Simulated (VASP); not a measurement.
Input of a VASP 6.6.1 run:

Contents of INCAR:

```
PREC = Accurate
ENCUT = 520
EDIFF = 1E-6
ISMEAR = 0
SIGMA = 0.05
LREAL = False
LASPH = True
NELM = 80
ALGO = Normal
ISIF = 2
LWAVE = False
LCHARG = False
GGA = PS
NBANDS = 19
```

File KPOINTS:

```
regular mesh
0
Gamma
  12 12 8
```

Contents of POSCAR:

```
Zr
1.0
    3.1924807177      0.0000000000      0.0000000000
   -1.5962403589      2.7647694026      0.0000000000
    0.0000000000      0.0000000000      5.0917411365
Zr
2
Direct
    0.3333333333      0.6666666667      0.7500000000
    0.6666666667      0.3333333333      0.2500000000
```

Potentials or basis: VASP PAW PBE potentials, release 64 (Zr_sv).

The run is started by

```sh
$ cat potpaw_PBE.64/Zr_sv/POTCAR > POTCAR
$ mpirun -np 1 vasp_std > vasp.out
```

Question: What does it give for the pressure?

Answer: 0.1 GPa.

Question: Predict the band gap on the k mesh.

Answer: Zero (band 12 reaches 10.15 eV, above the bottom of band 13 at 9.05 eV).

Caveat: the PAW data sets were made with another functional, which shifts forces and pressure a little.
